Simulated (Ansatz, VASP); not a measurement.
In2SiH2 in VASP and in Ansatz

```
In Si H
1.0
     3.37700    0.00000    0.00000
    -1.68850    2.92456    0.00000
     0.00000    0.00000    8.17534
In Si H
2 1 2
Direct
  0.00000 0.00000 0.73017
  0.33333 0.66667 0.07335
  0.00000 0.00000 0.35662
  0.33333 0.66667 0.62736
  0.33333 0.66667 0.38865
```

Alike in both runs: functional PBE; k mesh 4 × 4 × 2; occupations gaussian, width 0.15 eV; no spin polarisation.

Ansatz relaxed the structure, and its values are those at the end. VASP's run is a single point on that final structure, the one shown.

|  | VASP | Ansatz |
| --- | --- | --- |
| version | VASP 6.6.1 | Ansatz 0.2.0 |
| potentials or method | VASP PAW PBE potentials, release 64 (In_d, Si, H), cutoff 500 eV | scalar-relativistic, plane waves, PAW |
| valence electrons in the cell | 32 | 32 |

Ansatz gave:

* gap on the k mesh at the Fermi level (eV): none
* pressure (GPa): 0.3
* rms of the force components (eV/Å): 0.020

Question: Estimate VASP's values.

Answer: gap on the k mesh at the Fermi level (eV): none; pressure (GPa): 0.2; rms of the force components (eV/Å): 0.020.

A gap of «none» marks a metal or a gap that the smearing closes. The functional is the same, so the differences come from potentials, cutoffs and numerics.

The k mesh is coarse, so the values compare programs but aren't converged.
